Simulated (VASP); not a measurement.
# Mg in VASP: single point with PBE+D3(BJ)

Aim: the single point of Mg with PBE+D3(BJ).

Program: VASP 6.6.1. These are calculated values, not measurements. Logs are shortened: lines on timing, memory, paths and dates and some standing lists are left out, and cuts for length are marked.

**1. The cell of the first run**

The cell holds a slab with vacuum, 12 atoms: a = 6.298 Å, b = 5.055 Å, c = 22.363 Å, α = 90.00°, β = 90.00°, γ = 90.00°.

**2. Single point, PBE+D3(BJ)**

Contents of INCAR:

```
ALGO = Normal ; DIPOL = 0.5 0.5 0.499
EDIFF = 1E-7 ; ENCUT = 520
GGA = PE ; IDIPOL = 3
ISIF = 2 ; ISMEAR = 0
IVDW = 12 ; LASPH = True
LCHARG = False ; LDIPOL = True
LREAL = False ; LWAVE = False
NBANDS = 24 ; NELM = 100
PREC = Accurate ; SIGMA = 0.1
```

Contents of KPOINTS:

```
k-points
0
Gamma
  3 4 1
```

Contents of POSCAR:

```
Mg
1.0
    6.2975027423      0.0000000000      0.0000000000
    0.0000000000      5.0545862324      0.0000000000
    0.0000000000      0.0000000000     22.3627635811
Mg
12
Direct
    0.5000000000      0.7500000000      0.3577375386
    0.0000000000      0.7500000000      0.3577375386
    0.7500000000      0.2500000000      0.3983839561
    0.2500000000      0.2500000000      0.3983839561
    0.7500000000      0.7500000000      0.4796767912
    0.2500000000      0.7500000000      0.4796767912
    0.0000000000      0.2500000000      0.5169660896
    0.5000000000      0.2500000000      0.5169660896
    0.0000000000      0.7500000000      0.6033768492
    0.5000000000      0.7500000000      0.6033768492
    0.2500000000      0.2500000000      0.6372028093
    0.7500000000      0.2500000000      0.6372028093
```

Potentials or basis: VASP PAW PBE potentials, release 64 (Mg).

Command:

```
> cat potpaw_PBE.64/Mg/POTCAR > POTCAR
> mpirun -np 1 vasp_std > vasp.out
```

OUTCAR:

```text
EDIFF = 1E-7
   ENCUT = 520
   GGA = PE
   ISIF = 2
   ISMEAR = 0
   IVDW = 12
   LASPH = True
   LREAL = False
   NELM = 100
   PREC = Accurate
 IVDW          = 12

 ion  position               nearest neighbor table
   1  0.500  0.750  0.358-   3 3.11   4 3.11   3 3.11   4 3.11   5 3.15   6 3.15   2 3.15   2 3.15

   2  0.000  0.750  0.358-   3 3.11   4 3.11   3 3.11   4 3.11   5 3.15   6 3.15   1 3.15   1 3.15

   3  0.750  0.250  0.398-   7 3.08   8 3.08   1 3.11   2 3.11   1 3.11   2 3.11   5 3.11   5 3.11
                             4 3.15   4 3.15
   4  0.250  0.250  0.398-   7 3.08   8 3.08   1 3.11   2 3.11   1 3.11   2 3.11   6 3.11   6 3.11
                             3 3.15   3 3.15
   5  0.750  0.750  0.480-   7 3.09   8 3.09   7 3.09   8 3.09   3 3.11   3 3.11   1 3.15   2 3.15
                             6 3.15   6 3.15   9 3.18  10 3.18
   6  0.250  0.750  0.480-   7 3.09   8 3.09   7 3.09   8 3.09   4 3.11   4 3.11   1 3.15   2 3.15
                             5 3.15   5 3.15   9 3.18  10 3.18
   7  0.000  0.250  0.517-   3 3.08   4 3.08   5 3.09   6 3.09   5 3.09   6 3.09  11 3.12  12 3.12
                             8 3.15   8 3.15   9 3.18   9 3.18
   8  0.500  0.250  0.517-   3 3.08   4 3.08   5 3.09   6 3.09   5 3.09   6 3.09  11 3.12  12 3.12
                             7 3.15   7 3.15  10 3.18  10 3.18
   9  0.000  0.750  0.603-  11 3.07  12 3.07  11 3.07  12 3.07  10 3.15  10 3.15   7 3.18   7 3.18
[... 14 lines left out ...]
 A1 = (   0.0000000000,  -5.0545862324,   0.0000000000)
 A2 = (   6.2975027423,   0.0000000000,   0.0000000000)
 A3 = (   0.0000000000,   0.0000000000,  22.3627635811)

Analysis of symmetry for initial positions (statically):
=====================================================================
 Subroutine PRICEL returns following result:

  LATTYP: Found a simple orthorhombic cell.
 ALAT       =     3.1487513712
 B/A-ratio  =     1.6052668619
 C/A-ratio  =     7.1021052300

  Lattice vectors:

 A1 = (   3.1487513712,   0.0000000000,   0.0000000000)
 A2 = (   0.0000000000,   5.0545862324,   0.0000000000)
 A3 = (   0.0000000000,   0.0000000000,  22.3627635811)

   2 primitive cells build up your supercell.

 Routine SETGRP: Setting up the symmetry group for a
 simple orthorhombic supercell.

 Subroutine GETGRP returns: Found  4 space group operations
 (whereof  2 operations were pure point group operations)
 out of a pool of  8 trial point group operations.

The static configuration has the point symmetry C_1h.
 The point group associated with its full space group is C_2v.

Analysis of symmetry for dynamics (positions and initial velocities):
=====================================================================
 Subroutine PRICEL returns following result:

  LATTYP: Found a simple orthorhombic cell.
 ALAT       =     3.1487513712
 B/A-ratio  =     1.6052668619
 C/A-ratio  =     7.1021052300

  Lattice vectors:

 A1 = (   3.1487513712,   0.0000000000,   0.0000000000)
 A2 = (   0.0000000000,   5.0545862324,   0.0000000000)
 A3 = (   0.0000000000,   0.0000000000,  22.3627635811)

   2 primitive cells build up your supercell.

 Routine SETGRP: Setting up the symmetry group for a
 simple orthorhombic supercell.

 Subroutine GETGRP returns: Found  4 space group operations
 (whereof  2 operations were pure point group operations)
 out of a pool of  8 trial point group operations.

The dynamic configuration has the point symmetry C_1h.
 The point group associated with its full space group is C_2v.

 Subroutine INISYM returns: Found  4 space group operations
 (whereof  2 operations are pure point group operations),
 and found     2 'primitive' translations

----------------------------------------------------------------------------------------

                                     Primitive cell

  volume of cell :     355.9176

  direct lattice vectors                    reciprocal lattice vectors
     3.148751371  0.000000000  0.000000000     0.317586205  0.000000000  0.000000000
     0.000000000  5.054586232  0.000000000     0.000000000  0.197840131  0.000000000
     0.000000000  0.000000000 22.362763581     0.000000000  0.000000000  0.044717192

  length of vectors
     3.148751371  5.054586232 22.362763581     0.317586205  0.197840131  0.044717192

  position of ions in fractional coordinates (direct lattice)
     1.000000000  0.750000000  0.357737539
     0.500000000  0.250000000  0.398383956
[... 30 lines left out ...]
     0.052931034  0.049460033  0.044717192

  Shift w.r.t. Gamma in fractional coordinates (k-lattice)
     0.000000000  0.000000000  0.000000000

 Subroutine IBZKPT returns following result:
 ===========================================

 Found      6 irreducible k-points:

 Following reciprocal coordinates:
            Coordinates               Weight
  0.000000  0.000000  0.000000      1.000000
  0.333333  0.000000  0.000000      2.000000
  0.000000  0.250000  0.000000      2.000000
  0.333333  0.250000  0.000000      4.000000
  0.000000  0.500000  0.000000      1.000000
  0.333333  0.500000  0.000000      2.000000
   k-points           NKPTS =      6   k-points in BZ     NKDIM =      6   number of bands    NBANDS=     24
   number of dos      NEDOS =    301   number of ions     NIONS =     12
   total plane-waves  NPLWV = 322560
   dimension x,y,z NGX =    48 NGY =   40 NGZ =  168
   dimension x,y,z NGXF=    96 NGYF=   80 NGZF=  336
   ions per type =              12
   NGX,Y,Z   is equivalent  to a cutoff of  12.67, 13.16, 12.49 a.u.
   NGXF,Y,Z  is equivalent  to a cutoff of  25.34, 26.31, 24.98 a.u.
 SYSTEM =  unknown system
   PREC   = accura    normal or accurate (medium, high low for compatibility)
   ISTART =      0    job   : 0-new  1-cont  2-samecut
   ICHARG =      2    charge: 1-file 2-atom 10-const
   ISPIN  =      1    spin polarized calculation?
   LNONCOLLINEAR =      F non collinear calculations
   LSORBIT =      F    spin-orbit coupling
   LASPH  =      T    aspherical Exc in radial PAW
   ENCUT  =  520.0 eV  38.22 Ry    6.18 a.u.  11.71  9.40 41.58*2*pi/ulx,y,z
   NELM   =    100;   NELMIN=  2; NELMDL= -5     # of ELM steps
   EDIFF  = 0.1E-06   stopping-criterion for ELM
   LREAL  =      F    real-space projection
   EDIFFG = 0.1E-05   stopping-criterion for IOM
   NSW    =      0    number of steps for IOM
   IBRION =     -1    ionic relax: 0-MD 1-quasi-New 2-CG
   NFREE  =      0    steps in history (QN), initial steepest desc. (CG)
   ISIF   =      2    stress and relaxation
   ISYM   =      2    0-nonsym 1-usesym 2-fastsym
   POTIM  = 0.5000    time-step for ionic-motion
   TEBEG  =    0.0;   TEEND  =   0.0 temperature during run
   PSTRESS=    0.0 pullay stress
   NELECT =      24.0000    total number of electrons
   NUPDOWN=      -1.0000    fix difference up-down
   EMIN   =  10.00;   EMAX   =-10.00  energy-range for DOS
   EFERMI =   0.00;   METHOD = LEGACY
   ISMEAR =     0;   SIGMA  =   0.10  broadening in eV -4-tet -1-fermi 0-gaus
   EFERMI_NEDOS =   21; number of points for ismear=-14 and -15
   IALGO  =     38    algorithm
   IMIX   =      4    mixing-type and parameters
     AMIX     =   0.40;   BMIX     =  1.00
     AMIX_MAG =   1.60;   BMIX_MAG =  1.00
  volume/ion in A,a.u.               =      59.32       400.31
  Fermi-wavevector in a.u.,A,eV,Ry     =   0.528874  0.999427  3.805652  0.279708
  Thomas-Fermi vector in A             =   1.550708
   LORBIT       =      0    0 simple, 1 ext, 2 COOP (PROOUT), +10 PAW based schemes
   GGA     = PE    functional components
   LHFCALC =     F    Hartree Fock is set to
   AEXX    =    0.0000 exact exchange contribution
   IVDW    =    12    specifies the selected vdW correction
   LEPSILON=     F    determine dielectric tensor
   LRPA    =     F    only Hartree local field effects (RPA)
 non-spin polarized calculation
 Gauss-broadening in eV      SIGMA  =   0.10
  energy-cutoff  :      520.00
  volume of cell :      711.84
 maximum number of plane-waves:     19211
 NGX is ok and might be reduce to    48
   NGX = 23   NGY = 19   NGZ = 83

 dipolmoment           0.000000      0.000000     -0.033798 electrons x Angstroem

 number of electron      24.0000000 magnetization

 dipolmoment           0.000000      0.000000      0.004402 electrons x Angstroem

 Free energy of the ion-electron system (eV)
  ---------------------------------------------------
  ext. energy  EPLUGINS =         0.00000000
  ---------------------------------------------------
  free energy    TOTEN  =       -15.20055284 eV

  energy without entropy =      -15.13304428  energy(sigma->0) =      -15.16679856

 E-fermi :  -1.1381     XC(G=0):  -3.9686

 val. band max:       -1.1446799548   @ k =   0.0000   0.5000   0.0000
 cond. band min:      -1.1319106348   @ k =   0.3333   0.2500   0.0000
 fundamental gap:      0.0127693200
 Fermi energy:        -1.1380783832

 k-point     1 :       0.0000    0.0000    0.0000
  band No.  band energies     occupation
      1      -7.8423      2.00000
      2      -6.6355      2.00000
      3      -4.7340      2.00000
      4      -4.1336      2.00000
      5      -4.1252      2.00000
      6      -2.9738      2.00000
[... 151 lines left out ...]
     23       2.9168      0.00000
     24       3.0172      0.00000

------------------------ aborting loop because EDIFF is reached ----------------------------------------

 vacuum level on the upper side and lower side of the slab       (xc-potential included)        -0.035        -0.073

 Edisp (eV)   -2.61509

 E8    (eV) :    -1.1916

  FORCE on cell =-STRESS in cart. coord.  units (eV):
  Direction    XX          YY          ZZ          XY          YZ          ZX
  --------------------------------------------------------------------------------------
  -------------------------------------------------------------------------------------
  Total      -2.00829     1.03113     0.15653     0.00000     0.00000     0.00000
  in kB      -4.52019     2.32083     0.35231     0.00000     0.00000     0.00000
  external pressure =       -0.62 kB  Pullay stress =        0.00 kB

 VOLUME and BASIS-vectors are now :
 -----------------------------------------------------------------------------
  energy-cutoff  :      520.00
  volume of cell :      711.84
      direct lattice vectors                 reciprocal lattice vectors
     6.297502742  0.000000000  0.000000000     0.158793103  0.000000000  0.000000000
     0.000000000  5.054586232  0.000000000     0.000000000  0.197840131  0.000000000
     0.000000000  0.000000000 22.362763581     0.000000000  0.000000000  0.044717192

 POSITION                                       TOTAL-FORCE (eV/Angst)
 -----------------------------------------------------------------------------------
      3.14875      3.79094      8.00000         0.000000     -0.000000      0.091911
      0.00000      3.79094      8.00000         0.000000     -0.000000      0.091911
      4.72313      1.26365      8.90897         0.000000      0.000000     -0.213863
      1.57438      1.26365      8.90897         0.000000      0.000000     -0.213863
      4.72313      3.79094     10.72690         0.000000      0.000000      0.139543
      1.57438      3.79094     10.72690         0.000000     -0.000000      0.139543
      0.00000      1.26365     11.56079         0.000000     -0.000000     -0.004027
      3.14875      1.26365     11.56079         0.000000      0.000000     -0.004027
      0.00000      3.79094     13.49317         0.000000      0.000000     -0.004332
      3.14875      3.79094     13.49317         0.000000      0.000000     -0.004332
      1.57438      1.26365     14.24962         0.000000      0.000000     -0.009232
      4.72313      1.26365     14.24962         0.000000      0.000000     -0.009232
 -----------------------------------------------------------------------------------
    total drift:                               -0.000000     -0.000000      0.000005

  FREE ENERGIE OF THE ION-ELECTRON SYSTEM (eV)
  ---------------------------------------------------
  free  energy   TOTEN  =       -17.8156429039 eV

  energy  without entropy=      -17.7481343477  energy(sigma->0) =      -17.78188863

 vacuum level on the upper side and lower side of the slab         2.400         2.362
```

Run time: 4.3 min. Hardware: 1 thread of Intel Xeon Platinum 8259CL at 2.50GHz (Skylake/Cascade Lake), shared host; peak memory 0.62 GiB.

What came out:

```
Free energy                : -17.8156 eV
Largest force              : 0.214 eV/Å
Band gap on the k mesh     : zero (bands 12 and 13 overlap by 0.30 eV)
Dispersion energy per atom : -0.218 eV
```

Forces on the atoms (eV/Å):
```
Mg   0.000  0.000  0.092
Mg   0.000  0.000  0.092
Mg   0.000  0.000 -0.214
Mg   0.000  0.000 -0.214
Mg   0.000  0.000  0.140
Mg   0.000  0.000  0.140
Mg   0.000  0.000 -0.004
Mg   0.000  0.000 -0.004
Mg   0.000  0.000 -0.004
Mg   0.000  0.000 -0.004
Mg   0.000  0.000 -0.009
Mg   0.000  0.000 -0.009
```

Levels at points of the mesh, in eV from the Fermi level:
```csv
k point,band 9,band 10,band 11,band 12,band 13,band 14,band 15,band 16
"(0.00, 0.00, 0.00)",-1.29,-0.59,-0.19,-0.04,0.02,0.62,0.82,1.59
"(0.00, 0.50, 0.00)",-1.60,-1.56,-0.77,-0.74,-0.06,-0.03,-0.02,-0.01
```
